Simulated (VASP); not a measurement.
A run of VASP 6.6.1 is set up as follows.

File INCAR:

```
PREC     = Accurate       # precision mode
ENCUT    = 460            # plane-wave cutoff, eV
EDIFF    = 1E-8           # SCF threshold, eV
ISMEAR   = -1             # smearing method
SIGMA    = 0.05           # smearing width, eV
LREAL    = False          # projectors in reciprocal space
LASPH    = True           # aspherical terms in the spheres
NELM     = 120            # most SCF steps
ALGO     = Normal         # electronic algorithm
ISIF     = 2              # what is computed and relaxed
LWAVE    = False          # write WAVECAR
LCHARG   = False          # write CHGCAR
GGA      = PE             # functional
LEFG     = True         
NBANDS   = 24             # bands
GGA_COMPAT= False
```

Contents of KPOINTS:

```
regular mesh
0
Gamma
  10 10 10
```

The input POSCAR:

```
Rh
1.0
    0.0000000000      2.5993341490      2.5993341490
    2.5993341490      0.0000000000      2.5993341490
    2.5993341490      2.5993341490      0.0000000000
Rh
2
Direct
   -0.1700000000     -0.1100000000     -0.1100000000
    0.1700000000      0.1100000000      0.1100000000
```

Potentials or basis: VASP PAW PBE potentials, release 64 (Rh_sv_GW).

Command:

```sh
$ cat potpaw_PBE.64/Rh_sv_GW/POTCAR > POTCAR
$ mpirun -np 1 vasp_std > vasp.out
```

Estimate the pressure.

43.7 GPa.

Estimate the largest force.

8.630 eV/Å.

Predict the band gap on the k mesh.

zero (bands 17 and 18 overlap by 1.71 eV).

Stress tensor (GPa, compression positive):
```
 43.74 -29.75 -29.75
-29.75  43.74  29.75
-29.75  29.75  43.74
```

Caveat: the cell differs from its parent crystal (shortest bond scaled by 0.88); atoms lie so close that the PAW spheres overlap strongly, which falsifies energies and pressures; the cell stands under pressure; without QUAD_EFG the Cq values of the log hold for a quadrupole moment of 1 mb, not for the nuclei; forces of over 1 eV/Å act on the atoms, so gaps and moduli don't describe the material at rest.
